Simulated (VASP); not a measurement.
**WS2: single point with PBE+D3(BJ)**

Crystal: WS2.

```xyz
12
Lattice="3.1572 -5.4684 0.0000 6.3144 0.0000 0.0000 3.1572 -1.8228 6.0393" Properties=species:S:1:pos:R:3 pbc="T T T"
W     4.7358   -4.5570    6.0274
W     3.1572   -1.8228    6.0274
W     7.8930   -4.5570    6.0274
W     6.3144   -1.8228    6.0274
S     4.6571   -4.6025    1.4818
S     3.1572   -1.8228    1.5602
S     7.8930   -4.5570    1.5602
S     6.3144   -1.8228    1.5602
S     7.8930   -6.3798    4.4542
S     6.3144   -3.6456    4.4542
S    11.0502   -6.3798    4.4542
S     9.4716   -3.6456    4.4542
```

This cell differs from its parent crystal: atom 5 (S) moved +0.120 Å towards its neighbour atom 2 (W) at 2.407 Å.

```json
{"Program": "VASP 6.6.1", "Task": "single point", "Functional": "PBE", "Dispersion": "D3(BJ)", "Potentials or basis": "VASP PAW PBE potentials, release 64 (W_sv, S)", "Cutoff": "520 eV", "k mesh": "6 × 6 × 6", "Occupations": "gaussian, width 0.05 eV", "Spin": "no spin polarisation", "Dipole correction": "no", "Further INCAR settings": "ALGO = Normal; EDIFF = 1e-07; NBANDS = 64"}
```

```json
{"Pressure": "1.2 GPa", "Largest force": "2.091 eV/Å", "Band gap on the k mesh": "0.92 eV", "Dispersion energy per atom": "-0.437 eV"}
```

Forces on the atoms (eV/Å):
```
W    0.023  0.013 -0.061
W   -0.954 -0.551 -0.986
W   -0.117  0.031 -0.226
W   -0.031 -0.117 -0.226
S    1.237  0.714  1.527
S    0.015  0.009  0.055
S   -0.134  0.014  0.062
S   -0.055 -0.123  0.062
S    0.023  0.013 -0.156
S   -0.008 -0.004  0.001
S   -0.031  0.054 -0.025
S    0.031 -0.054 -0.025
```

Stress tensor (GPa, compression positive):
```
1.03 0.34 1.15
0.34 0.63 0.66
1.15 0.66 2.00
```

Levels at points of the mesh, in eV from the valence-band top:
```csv
k point,band 50,band 51,band 52,band 53,band 54,band 55
"(0.00, 0.00, 0.00)",-1.61,-1.48,-1.28,2.02,2.13,2.17
"(0.50, 0.00, 0.00)",-1.53,-1.41,-1.38,1.44,1.47,1.73
"(0.00, 0.50, 0.00)",-1.55,-1.39,-1.36,1.42,1.52,1.72
"(0.50, 0.50, 0.00)",-1.63,-1.35,-1.30,1.32,1.36,1.85
"(0.00, 0.50, 0.50)",-1.65,-1.35,-1.30,1.34,1.36,1.84
"(0.00, 0.00, 0.50)",-1.77,-1.75,0.00,2.15,2.19,2.22
```

Wall time 32 min on 1 thread of Oxide Virtual Turin-like Processor (shared host), peak memory 0.74 GiB.

Caveat: the cell differs from its parent crystal (atom 5 (S) moved +0.120 Å towards its neighbour atom 2 (W) at 2.407 Å); spin-orbit coupling is left out, which moves the levels of the heavy elements; forces of over 1 eV/Å act on the atoms, so gaps and moduli don't describe the material at rest. A k mesh can miss the band edges.
